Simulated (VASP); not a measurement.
Crystal: PbO (Litharge).

```
Pb O
1.0
     3.99000    0.00000    0.00000
     0.00000    3.99000    0.00000
     0.00000    0.00000    5.01000
Pb O
2 2
Direct
  0.00000 0.50000 0.24000
  0.50000 0.00000 0.76000
  0.00000 0.00000 0.00000
  0.50000 0.50000 0.00000
```

Base run:

* Program: VASP 6.6.1
* Functional: RPBE
* Potentials or basis: VASP PAW PBE potentials, release 64 (Pb_d, O)
* Cutoff: 520 eV
* k mesh: 4 × 4 × 3
* Occupations: gaussian, width 0.01 eV
* Spin: no spin polarisation

Its results: band gap on the k mesh 1.21 eV, indirect (least direct gap 2.17 eV); pressure 5.7 GPa; largest force 0.191 eV/Å.

Task: The run is repeated on the same cell with these changes: functional from RPBE to BLYP. What comes out?

Result: Band gap on the k mesh 1.26 eV, indirect (least direct gap 2.21 eV); pressure 7.0 GPa; largest force 0.321 eV/Å.

Caveats: the PAW data sets were made with another functional, which shifts forces and pressure a little; spin-orbit coupling is left out, which moves the levels of the heavy elements.

A k mesh can miss the band edges.
